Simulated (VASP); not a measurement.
# Ir (P6_3/mmc) in VASP: a series of runs

Runs on Ir. Level: PBE. Tasks: single point.

All numbers are computed with VASP 6.6.1; they aren't measurements. Logs are shortened: lines on timing, memory, paths and dates and some standing lists are left out, and cuts for length are marked.

## (1) The cell of the first run

The structure is hexagonal, space group P6_3/mmc (No. 194). The conventional cell has a = 2.620 Å, b = 2.620 Å, c = 4.379 Å, α = 90.00°, β = 90.00°, γ = 120.00°. Ir (site symmetry -6m2) has 12 Ir at 2.62 to 2.66 Å within 3.5 Å.

## (2) Single point, PBE

The input, INCAR:

```
ALGO = Normal ; EDIFF = 1E-6
ENCUT = 520 ; GGA = PE
ISIF = 2 ; ISMEAR = 0
LASPH = True ; LCHARG = False
LREAL = False ; LWAVE = False
NBANDS = 16 ; NELM = 100
PREC = Accurate ; SIGMA = 0.15
```

The input, KPOINTS:

```
k-points
0
Gamma
  18 18 10
```

The input, POSCAR:

```
Ir
1.0
    2.6196000000      0.0000000000      0.0000000000
   -1.3098000000      2.2686401478      0.0000000000
    0.0000000000      0.0000000000      4.3787000000
Ir
2
Direct
    0.6666666667      0.3333333333      0.7500000000
    0.3333333333      0.6666666667      0.2500000000
```

Potentials or basis: VASP PAW PBE potentials, release 64 (Ir).

Launch:

```sh
cat potpaw_PBE.64/Ir/POTCAR > POTCAR
mpirun -np 1 vasp_std > vasp.out
```

OUTCAR:

```text
EDIFF = 1E-6
   ENCUT = 520
   GGA = PE
   ISIF = 2
   ISMEAR = 0
   LASPH = True
   LREAL = False
   NELM = 100
   PREC = Accurate

 ion  position               nearest neighbor table
   1  0.667  0.333  0.750-   2 2.66   2 2.66   2 2.66   2 2.66   2 2.66   2 2.66
   2  0.333  0.667  0.250-   1 2.66   1 2.66   1 2.66   1 2.66   1 2.66   1 2.66

  LATTYP: Found a hexagonal cell.
 ALAT       =     2.6196000000
 C/A-ratio  =     1.6715147351

  Lattice vectors:

 A1 = (   2.6196000000,   0.0000000000,   0.0000000000)
 A2 = (  -1.3098000000,   2.2686401478,   0.0000000000)
 A3 = (   0.0000000000,   0.0000000000,   4.3787000000)

Analysis of symmetry for initial positions (statically):
=====================================================================
 Subroutine PRICEL returns:
 Original cell was already a primitive cell.

 Routine SETGRP: Setting up the symmetry group for a
 hexagonal supercell.

 Subroutine GETGRP returns: Found 24 space group operations
 (whereof 12 operations were pure point group operations)
 out of a pool of 24 trial point group operations.

The static configuration has the point symmetry D_3d.
 The point group associated with its full space group is D_6h.

Analysis of symmetry for dynamics (positions and initial velocities):
=====================================================================
 Subroutine PRICEL returns:
 Original cell was already a primitive cell.

 Routine SETGRP: Setting up the symmetry group for a
 hexagonal supercell.

 Subroutine GETGRP returns: Found 24 space group operations
 (whereof 12 operations were pure point group operations)
 out of a pool of 24 trial point group operations.

The dynamic configuration has the point symmetry D_3d.
 The point group associated with its full space group is D_6h.

 Subroutine INISYM returns: Found 24 space group operations
 (whereof 12 operations are pure point group operations),
 and found     1 'primitive' translations

----------------------------------------------------------------------------------------

                                     Primitive cell

  volume of cell :      26.0223

  direct lattice vectors                    reciprocal lattice vectors
     2.619600000  0.000000000  0.000000000     0.381737670  0.220396346  0.000000000
    -1.309800000  2.268640148  0.000000000     0.000000000  0.440792693  0.000000000
     0.000000000  0.000000000  4.378700000     0.000000000  0.000000000  0.228378286

  length of vectors
     2.619600000  2.619600000  4.378700000     0.440792693  0.440792693  0.228378286

  position of ions in fractional coordinates (direct lattice)
     0.666666667  0.333333333  0.750000000
     0.333333333  0.666666667  0.250000000

  ion indices of the primitive-cell ions
   primitive index   ion index
                 1           1
                 2           2

----------------------------------------------------------------------------------------

 KPOINTS: k-points

Automatic generation of k-mesh.
 Grid dimensions read from file:
 generate k-points for:   18   18   10

 Generating k-lattice:

  Cartesian coordinates                     Fractional coordinates (reciprocal lattice)
     0.021207648  0.012244241  0.000000000     0.055555556  0.000000000  0.000000000
     0.000000000  0.024488483  0.000000000     0.000000000  0.055555556  0.000000000
     0.000000000  0.000000000  0.022837829     0.000000000  0.000000000  0.100000000

  Length of vectors
     0.024488483  0.024488483  0.022837829

  Shift w.r.t. Gamma in fractional coordinates (k-lattice)
     0.000000000  0.000000000  0.000000000

 Subroutine IBZKPT returns following result:
 ===========================================

 Found    222 irreducible k-points:

 Following reciprocal coordinates:
            Coordinates               Weight
  0.000000  0.000000  0.000000      1.000000
  0.055556  0.000000  0.000000      6.000000
  0.111111  0.000000  0.000000      6.000000
  0.166667  0.000000  0.000000      6.000000
  0.222222  0.000000  0.000000      6.000000
  0.277778  0.000000  0.000000      6.000000
[... 16 lines left out ...]
  0.333333  0.111111  0.000000     12.000000
  0.388889  0.111111  0.000000     12.000000
 [... further k-points ...]
   k-points           NKPTS =    222   k-points in BZ     NKDIM =    222   number of bands    NBANDS=     16
   number of dos      NEDOS =    301   number of ions     NIONS =      2
   total plane-waves  NPLWV =  14400
   dimension x,y,z NGX =    20 NGY =   20 NGZ =   36
   dimension x,y,z NGXF=    40 NGYF=   40 NGZF=   72
   ions per type =               2
   NGX,Y,Z   is equivalent  to a cutoff of  12.69, 12.69, 13.67 a.u.
   NGXF,Y,Z  is equivalent  to a cutoff of  25.38, 25.38, 27.34 a.u.
 SYSTEM =  unknown system
   PREC   = accura    normal or accurate (medium, high low for compatibility)
   ISTART =      0    job   : 0-new  1-cont  2-samecut
   ICHARG =      2    charge: 1-file 2-atom 10-const
   ISPIN  =      1    spin polarized calculation?
   LNONCOLLINEAR =      F non collinear calculations
   LSORBIT =      F    spin-orbit coupling
   LASPH  =      T    aspherical Exc in radial PAW
   ENCUT  =  520.0 eV  38.22 Ry    6.18 a.u.   4.87  4.87  8.14*2*pi/ulx,y,z
   NELM   =    100;   NELMIN=  2; NELMDL= -5     # of ELM steps
   EDIFF  = 0.1E-05   stopping-criterion for ELM
   LREAL  =      F    real-space projection
   EDIFFG = 0.1E-04   stopping-criterion for IOM
   NSW    =      0    number of steps for IOM
   IBRION =     -1    ionic relax: 0-MD 1-quasi-New 2-CG
   NFREE  =      0    steps in history (QN), initial steepest desc. (CG)
   ISIF   =      2    stress and relaxation
   ISYM   =      2    0-nonsym 1-usesym 2-fastsym
   POTIM  = 0.5000    time-step for ionic-motion
   TEBEG  =    0.0;   TEEND  =   0.0 temperature during run
   PSTRESS=    0.0 pullay stress
   NELECT =      18.0000    total number of electrons
   NUPDOWN=      -1.0000    fix difference up-down
   EMIN   =  10.00;   EMAX   =-10.00  energy-range for DOS
   EFERMI =   0.00;   METHOD = LEGACY
   ISMEAR =     0;   SIGMA  =   0.15  broadening in eV -4-tet -1-fermi 0-gaus
   EFERMI_NEDOS =   21; number of points for ismear=-14 and -15
   IALGO  =     38    algorithm
   IMIX   =      4    mixing-type and parameters
     AMIX     =   0.40;   BMIX     =  1.00
     AMIX_MAG =   1.60;   BMIX_MAG =  1.00
  volume/ion in A,a.u.               =      13.01        87.80
  Fermi-wavevector in a.u.,A,eV,Ry     =   1.447828  2.735999 28.520626  2.096207
  Thomas-Fermi vector in A             =   2.565739
   LORBIT       =      0    0 simple, 1 ext, 2 COOP (PROOUT), +10 PAW based schemes
   GGA     = PE    functional components
   LHFCALC =     F    Hartree Fock is set to
   AEXX    =    0.0000 exact exchange contribution
   IVDW    =     0    specifies the selected vdW correction
   LEPSILON=     F    determine dielectric tensor
   LRPA    =     F    only Hartree local field effects (RPA)
 non-spin polarized calculation
 Gauss-broadening in eV      SIGMA  =   0.15
  energy-cutoff  :      520.00
  volume of cell :       26.02
 maximum number of plane-waves:       726
 NGX is ok and might be reduce to    20
   NGX =  9   NGY =  9   NGZ = 17

 number of electron      18.0000001 magnetization

 Free energy of the ion-electron system (eV)
  ---------------------------------------------------
  ext. energy  EPLUGINS =         0.00000000
  ---------------------------------------------------
  free energy    TOTEN  =       -17.07546915 eV

  energy without entropy =      -17.05399581  energy(sigma->0) =      -17.06473248

 E-fermi :  12.0317     XC(G=0): -14.4903

 val. band max:       12.0300232147   @ k =   0.3889   0.1667   0.0000
 cond. band min:      12.0329757516   @ k =   0.3333   0.2222   0.1000
 fundamental gap:      0.0029525369
 Fermi energy:        12.0317187927

 k-point     1 :       0.0000    0.0000    0.0000
  band No.  band energies     occupation
      1      -0.1226      2.00000
      2       2.8467      2.00000
      3       7.2233      2.00000
      4       7.6810      2.00000
      5       7.6810      2.00000
      6       8.3624      2.00000
[... 8 lines left out ...]
     15      27.9737      0.00000
     16      29.5381      0.00000

 k-point     2 :       0.0556    0.0000    0.0000
  band No.  band energies     occupation
      1       0.0143      2.00000
      2       2.9748      2.00000
      3       7.1222      2.00000
      4       7.7494      2.00000
      5       7.8004      2.00000
      6       8.2772      2.00000
[... 8 lines left out ...]
     15      28.1752      0.00000
     16      29.7888      0.00000

 k-point     3 :       0.1111    0.0000    0.0000
  band No.  band energies     occupation
      1       0.4122      2.00000
      2       3.3333      2.00000
      3       6.8499      2.00000
      4       7.8828      2.00000
      5       8.1413      2.00000
      6       8.1539      2.00000
[... 8 lines left out ...]
     15      28.7133      0.00000
     16      30.4633      0.00000

 k-point     4 :       0.1667    0.0000    0.0000
  band No.  band energies     occupation
      1       1.0304      2.00000
      2       3.8225      2.00000
      3       6.5392      2.00000
      4       7.5358      2.00000
      5       7.6449      2.00000
      6       8.4880      2.00000
[... 8 lines left out ...]
     15      29.1656      0.00000
     16      30.8061      0.00000
[... 324 lines left out ...]
 k-point    22 :       0.2778    0.1111    0.0000
  band No.  band energies     occupation
      1       3.5762      2.00000
      2       4.3927      2.00000
      3       5.0436      2.00000
      4       6.5382      2.00000
      5       7.4602      2.00000
      6       7.7618      2.00000
[... 8 lines left out ...]
     15      25.2944      0.00000
     16      27.2377      0.00000

 k-point    23 :       0.3333    0.1111    0.0000
  band No.  band energies     occupation
      1       3.9145      2.00000
      2       4.1447      2.00000
      3       4.5984      2.00000
      4       7.0805      2.00000
      5       7.3723      2.00000
      6       8.1551      2.00000
[... 8 lines left out ...]
     15      23.9051      0.00000
     16      26.6879      0.00000

 k-point    24 :       0.3889    0.1111    0.0000
  band No.  band energies     occupation
      1       3.8945      2.00000
      2       4.1104      2.00000
      3       4.3253      2.00000
      4       7.3792      2.00000
      5       7.6286      2.00000
      6       7.8687      2.00000
[... 8 lines left out ...]
     15      23.1268      0.00000
     16      26.3431      0.00000

 [... further k-points ...]
[... 5 lines left out ...]
  --------------------------------------------------------------------------------------
  -------------------------------------------------------------------------------------
  Total        9.5370461      9.5370461      6.8538626     -0.0000000      0.0000000      0.0000000
  in kB      587.1900393    587.1900394    421.9880836     -0.0000000      0.0000000      0.0000000
  external PRESSURE =     532.1227208 kB  Pullay stress =       0.0000000 kB

 VOLUME and BASIS-vectors are now :
 -----------------------------------------------------------------------------
  energy-cutoff  :      520.00
  volume of cell :       26.02
      direct lattice vectors                 reciprocal lattice vectors
     2.619600000  0.000000000  0.000000000     0.381737670  0.220396346  0.000000000
    -1.309800000  2.268640148  0.000000000     0.000000000  0.440792693  0.000000000
     0.000000000  0.000000000  4.378700000     0.000000000  0.000000000  0.228378286

 POSITION                                       TOTAL-FORCE (eV/Angst)
 -----------------------------------------------------------------------------------
      1.30980      0.75621      3.28403         0.000000     -0.000000      0.000000
     -0.00000      1.51243      1.09468        -0.000000      0.000000      0.000000
 -----------------------------------------------------------------------------------
    total drift:                               -0.000000      0.000000     -0.000000

  FREE ENERGIE OF THE ION-ELECTRON SYSTEM (eV)
  ---------------------------------------------------
  free  energy   TOTEN  =       -17.0754691492 eV

  energy  without entropy=      -17.0539958074  energy(sigma->0) =      -17.06473248
```

Wall time 32 s (1 thread of Intel Xeon 6975P-C (Granite Rapids), shared host); peak memory 0.2 GiB.

Results:

```yaml
Free_energy: -17.0755 eV
Pressure: 53.2 GPa
Band_gap_on_the_k_mesh: zero (band 9 reaches 13.39 eV, above the bottom of band 10 at 9.35 eV)
```

Levels at points of the mesh, in eV from the Fermi level:
```csv
k point,band 7,band 8,band 9,band 10,band 11,band 12
"(0.00, 0.00, 0.00)",-3.67,-2.39,-2.39,-1.34,0.37,0.37
"(0.50, 0.00, 0.00)",-3.54,1.03,1.12,1.53,3.43,5.04
"(0.00, 0.00, 0.50)",-4.41,-4.41,-0.47,-0.47,-0.47,-0.47
"(0.50, 0.00, 0.50)",-1.11,-1.11,1.36,1.36,2.23,2.23
```

Caveat: spin-orbit coupling is left out, which moves the levels of the heavy elements.

## (3) Single point, PBE

This run uses another cell than the first one, of 12.97 Å³/atom, 0.997 times its volume.

The input, INCAR:

```
PREC = Accurate
ENCUT = 520
EDIFF = 1E-6
ISMEAR = 0
SIGMA = 0.15
LREAL = False
LASPH = True
NELM = 80
ALGO = Normal
ISIF = 2
LWAVE = False
LCHARG = True
GGA = PE
LELF = True
LVHAR = True
NBANDS = 16
```

The input, KPOINTS:

```
regular mesh
0
Gamma
  18 18 10
```

The input, POSCAR:

```
Ir
1.0
    2.6654000000      0.0000000000      0.0000000000
   -1.3327000000      2.3083041113      0.0000000000
    0.0000000000      0.0000000000      4.2155000000
Ir
2
Direct
    0.6666666667      0.3333333333      0.7500000000
    0.3333333333      0.6666666667      0.2500000000
```

Potentials or basis: VASP PAW PBE potentials, release 64 (Ir).

Launch:

```sh
cat potpaw_PBE.64/Ir/POTCAR > POTCAR
mpirun -np 1 vasp_std > vasp.out
```

Run time: 28 s. Hardware: 1 thread of Intel Xeon 6975P-C (Granite Rapids), shared host; peak memory 0.19 GiB.

It converged, with:

```
Free energy            : -17.0487 eV
Pressure               : 55.5 GPa
Band gap on the k mesh : zero (band 9 reaches 13.35 eV, above the bottom of band 10 at 9.43 eV)
```

Stress tensor (GPa, compression positive):
```
50.07  0.00  0.00
 0.00 50.07  0.00
 0.00  0.00 66.40
```

Levels at points of the mesh, in eV from the Fermi level:
```
           k point  band 6  band 7  band 8  band 9  band 10  band 11  band 12  band 13
(0.00, 0.00, 0.00)   -3.66   -3.66   -3.02   -3.02    -0.81     0.25     0.25     8.26
(0.50, 0.00, 0.00)   -3.96   -3.29    0.61    1.17     1.26     3.22     4.76     8.84
(0.00, 0.00, 0.50)   -4.70   -4.70   -4.70   -0.56    -0.56    -0.56    -0.56    13.52
(0.50, 0.00, 0.50)   -2.64   -1.24   -1.24    0.95     0.95     2.16     2.16     8.42
```

Caveat: spin-orbit coupling is left out, which moves the levels of the heavy elements.

## (4) Single point, PBE

This run uses another cell than the first one, of 15.95 Å³/atom, 1.226 times its volume.

The input, INCAR:

```
  PREC = Accurate
  ENCUT = 520
  EDIFF = 1E-6
  ISMEAR = 0
  SIGMA = 0.15
  LREAL = F
  LASPH = T
  NELM = 60
  ALGO = Normal
  ISIF = 2
  LWAVE = F
  LCHARG = T
  GGA = PE
  LELF = T
  LVHAR = T
  NBANDS = 16
```

The input, KPOINTS:

```
Automatic mesh
0
Gamma
  18 18 10
```

The input, POSCAR:

```
Ir
1.0
    2.8760000000      0.0000000000      0.0000000000
   -1.4380000000      2.4906890613      0.0000000000
    0.0000000000      0.0000000000      4.4529609382
Ir
2
Direct
    0.6666666667      0.3333333333      0.7500000000
    0.3333333333      0.6666666667      0.2500000000
```

Launch:

```sh
cat potpaw_PBE.64/Ir/POTCAR > POTCAR
mpirun -np 1 vasp_std > vasp.out
```

Run time: 32 s. Hardware: 1 thread of Intel Xeon 6975P-C (Granite Rapids), shared host; peak memory 0.23 GiB.

Results (log left out):

```
Free energy            : -17.3106 eV
Pressure               : -23.6 GPa
Band gap on the k mesh : zero (band 9 reaches 9.28 eV, above the bottom of band 10 at 6.61 eV)
```

Stress tensor (GPa, compression positive):
```
-26.78   0.00   0.00
  0.00 -26.78   0.00
  0.00   0.00 -17.11
```

Levels at points of the mesh, in eV from the Fermi level:
```tsv
k point	band 6	band 7	band 8	band 9	band 10	band 11	band 12	band 13
(0.00, 0.00, 0.00)	-2.61	-2.61	-2.35	-2.35	-0.08	0.18	0.18	6.60
(0.50, 0.00, 0.00)	-2.80	-2.28	0.27	0.70	0.91	2.36	3.56	7.79
(0.00, 0.00, 0.50)	-3.46	-3.46	-3.46	-0.42	-0.42	-0.42	-0.42	13.60
(0.50, 0.00, 0.50)	-1.97	-0.79	-0.79	0.54	0.54	1.78	1.78	6.51
```

Caveat: spin-orbit coupling is left out, which moves the levels of the heavy elements.

## (5) Single point, PBE

This run uses another cell than the first one, of 15.96 Å³/atom, 1.226 times its volume.

The input, INCAR:

```
ALGO     = Fast           # electronic algorithm
EDIFF    = 1E-6           # SCF threshold, eV
ENCUT    = 520            # plane-wave cutoff, eV
GGA      = PE             # functional
ISIF     = 2              # what is computed and relaxed
ISMEAR   = 0              # smearing method
LASPH    = T              # aspherical terms in the spheres
LCHARG   = T              # write CHGCAR
LELF     = T              # ELF
LREAL    = F              # projectors in reciprocal space
LVHAR    = T            
LWAVE    = F              # write WAVECAR
NBANDS   = 16             # bands
NELM     = 60             # most SCF steps
PREC     = Accurate       # precision mode
SIGMA    = 0.15           # smearing width, eV
```

The input, KPOINTS:

```
k-points
0
Gamma
  18 18 10
```

The input, POSCAR:

```
Ir
1.0
    2.8028000000      0.0000000000      0.0000000000
   -1.4014000000      2.4272960017      0.0000000000
    0.0000000000      0.0000000000      4.6905000000
Ir
2
Direct
    0.6666666667      0.3333333333      0.7500000000
    0.3333333333      0.6666666667      0.2500000000
```

Launch:

```sh
cat potpaw_PBE.64/Ir/POTCAR > POTCAR
mpirun -np 1 vasp_std > vasp.out
```

Run time: 44 s. Hardware: 1 thread of Intel Xeon 6975P-C (Granite Rapids), shared host; peak memory 0.23 GiB.

Results (log left out):

| Quantity | Value |
| --- | --- |
| Free energy | -17.3194 eV |
| Pressure | -24.2 GPa |
| Band gap on the k mesh | zero (band 9 reaches 9.43 eV, above the bottom of band 10 at 6.56 eV) |

Stress tensor (GPa, compression positive):
```
-21.70   0.00   0.00
  0.00 -21.70   0.00
  0.00   0.00 -29.20
```

Levels at points of the mesh, in eV from the Fermi level:
```
           k point  band 6  band 7  band 8  band 9  band 10  band 11  band 12  band 13
(0.00, 0.00, 0.00)   -2.67   -2.67   -1.72   -1.72    -0.70     0.27     0.27     5.65
(0.50, 0.00, 0.00)   -2.74   -2.60    0.68    0.77     1.05     2.64     4.00     7.50
(0.00, 0.00, 0.50)   -3.19   -3.19   -3.19   -0.37    -0.37    -0.37    -0.37    12.76
(0.50, 0.00, 0.50)   -1.61   -0.67   -0.67    0.93     0.93     1.88     1.88     6.78
```

Caveat: spin-orbit coupling is left out, which moves the levels of the heavy elements.

## (6) Summary

| cell | gap on the mesh (eV) | pressure (GPa) |
| --- | --- | --- |
| a = 2.620, b = 2.620, c = 4.379 Å, angles 90.0, 90.0, 120.0°, 2 atoms | none | 53.2 |
| a = 2.665, b = 2.665, c = 4.215 Å, angles 90.0, 90.0, 120.0°, 2 atoms | none | 55.5 |
| a = 2.876, b = 2.876, c = 4.453 Å, angles 90.0, 90.0, 120.0°, 2 atoms | none | -23.6 |
| a = 2.803, b = 2.803, c = 4.691 Å, angles 90.0, 90.0, 120.0°, 2 atoms | none | -24.2 |

Alike in all rows: task single point; level PBE; potentials or basis VASP PAW PBE potentials, release 64 (Ir); no spin polarisation; k mesh 18 × 18 × 10; cutoff (eV) 520; smearing gaussian 0.15 eV.

Caveats: spin-orbit coupling is left out, which moves the levels of the heavy elements.

Absolute energies hang on the potentials; compare differences alone.
